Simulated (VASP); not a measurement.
Mn: relaxation of cell and atoms with r2SCAN

Crystal: Mn.

```xyz
1
Lattice="0.0000 1.8987 1.8987 1.8987 0.0000 1.8987 1.8987 1.8987 0.0000" Properties=species:S:1:pos:R:3 pbc="T T T"
Mn    0.0000    0.0000    0.0000
```

```yaml
Program: VASP 6.6.1
Task: relaxation of cell and atoms
Functional: r2SCAN
Potentials_or_basis: VASP PAW PBE potentials, release 64 (Mn_pv)
Cutoff: 600 eV
k_mesh: 8 × 8 × 8
Occupations: gaussian, width 0.1 eV
Spin: collinear spin, ferromagnetic start
Starting_moments: "[4.0] μB"
Dipole_correction: no
Further_INCAR_settings: ALGO = Normal; EDIFF = 1e-07; IBRION = 2; EDIFFG = -0.04; NSW = 90; ISIF = 3
```

| Quantity | Value |
| --- | --- |
| Relaxed volume | 15.04 Å³/atom |
| Relaxed cell | a = 2.771 Å, b = 2.771 Å, c = 2.771 Å, α = 60.00°, β = 60.00°, γ = 60.00° |
| Space group after relaxing (to 0.05 Å) | Fm-3m (No. 225) |
| Energy gained by relaxing | 53.0 meV/atom |
| Ionic steps | 3 |
| Pressure after relaxing | -0.1 GPa |
| Net moment | 3.70 μB per cell |
| Site moments | Mn +3.65 μB |
| Valence electrons inside the program's atomic spheres | Mn 11.56 |

Step by step:
```tsv
step	energy change (eV)	largest force (eV/Å)	pressure (GPa)	volume (Å³)
1	0.0000	0.0000	13.87	13.69
2	-0.0301	0.0000	-4.88	16.18
3	-0.0530	0.0000	-0.07	15.04
```

Final structure:
```
Mn
1.0
     0.00000    1.95905    1.95905
     1.95905    0.00000    1.95905
     1.95905    1.95905    0.00000
Mn
1
Direct
  0.00000 0.00000 0.00000
```

Levels at points of the mesh, in eV from the Fermi level:
Spin up:
| k point | band 4 | band 5 | band 6 | band 7 | band 8 | band 9 | band 10 | band 11 | band 12 |
| --- | --- | --- | --- | --- | --- | --- | --- | --- | --- |
| (0.00, 0.00, 0.00) | -8.09 | -2.70 | -2.70 | -2.70 | -1.80 | -1.80 | 18.71 | 22.34 | 22.34 |
| (0.50, 0.00, 0.00) | -4.88 | -2.80 | -2.80 | -1.02 | -1.02 | -0.57 | 4.53 | 17.85 | 20.03 |
| (0.50, 0.50, 0.00) | -4.79 | -4.35 | -1.12 | -0.80 | -0.80 | 1.56 | 7.61 | 11.82 | 11.82 |
Spin down:
```tsv
k point	band 3	band 4	band 5	band 6	band 7	band 8
(0.00, 0.00, 0.00)	-46.41	-7.95	1.80	1.80	1.80	3.37
(0.50, 0.00, 0.00)	-46.45	-2.37	-0.58	1.76	1.76	4.10
(0.50, 0.50, 0.00)	-46.52	-2.04	-0.78	2.12	4.21	4.24
```

It took 2.6 min on 1 thread of Intel(R) Xeon(R) Platinum 8488C (Sapphire Rapids), on a shared host, peak memory 0.17 GiB.

Caveat: the PAW data sets were made with another functional, which shifts forces and pressure a little.
